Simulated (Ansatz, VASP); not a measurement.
# Two plane-wave programs on CuOs2

```xyz
3
Lattice="4.3279 0.0000 0.0000 -2.1639 3.7481 0.0000 0.0000 0.0000 2.6472" Properties=species:S:1:pos:R:3 pbc="T T T"
Cu    0.0000    0.0000    0.0000
Os    0.0000    2.4987    1.3236
Os    2.1639    1.2494    1.3236
```

Alike in both runs: functional PBE; k mesh 12 × 12 × 18; occupations gaussian, width 0.1 eV; no spin polarisation.

Ansatz relaxed the structure, and its values are those at the end. VASP's run is a single point on that final structure, the one shown.

|  | VASP | Ansatz |
| --- | --- | --- |
| version | VASP 6.6.1 | Ansatz 0.2.0 |
| potentials or method | VASP PAW PBE potentials, release 64 (Cu, Os), cutoff 600 eV | scalar-relativistic, plane waves, PAW |
| valence electrons in the cell | 27 | 51 |

VASP gave:

- gap on the k mesh at the Fermi level (eV): none
- pressure (GPa): 0.2

Q: What did Ansatz give for the same quantities?

A: gap on the k mesh at the Fermi level (eV): none; pressure (GPa): 0.0.

A gap of «none» marks a metal or a gap that the smearing closes. With one functional, cell and mesh, what is left measures potentials, basis and numerics. VASP's potentials hold 27 valence electrons a cell and Ansatz's 51, so a difference there can come from the potentials and not from the codes.

Spin-orbit coupling is off throughout.
